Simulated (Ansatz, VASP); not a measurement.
**One calculation of MnSi6, two programs**

```xyz
7
Lattice="6.0137 0.0000 0.0000 0.0000 6.0137 0.0000 0.0000 0.0000 6.0137" Properties=species:S:1:pos:R:3 pbc="T T T"
Mn    0.0000    0.0000    0.0000
Si    1.2645    3.0069    3.0069
Si    3.0069    1.2645    3.0069
Si    4.7492    3.0069    3.0069
Si    3.0069    4.7492    3.0069
Si    3.0069    3.0069    1.2645
Si    3.0069    3.0069    4.7492
```

Alike in both runs: task single point; functional PBE; k mesh 6 × 6 × 6; occupations gaussian, width 0.1 eV; collinear spin.

```csv
,VASP,Ansatz
version,VASP 6.6.1,Ansatz 0.2.0
potentials or method,"VASP PAW PBE potentials, release 64 (Mn_pv, Si), cutoff 520 eV","scalar-relativistic, plane waves, PAW"
valence electrons in the cell,37,39
```

```csv
,VASP,Ansatz,Ansatz less VASP
gap on the k mesh at the Fermi level (eV),none,none,-
pressure (GPa),0.0,0.0,+0.02
net moment per atom (μB),0.64,0.65,+0.001
size of the moment on the site where the two differ most (μB),4.58,5.00,+0.415
```

Site moments also hang on the region over which each program counts them. A gap of «none» marks a metal or a gap that the smearing closes. VASP's potentials hold 37 valence electrons a cell and Ansatz's 39, so a difference there can come from the potentials and not from the codes. Ansatz's warnings: stability check not made.
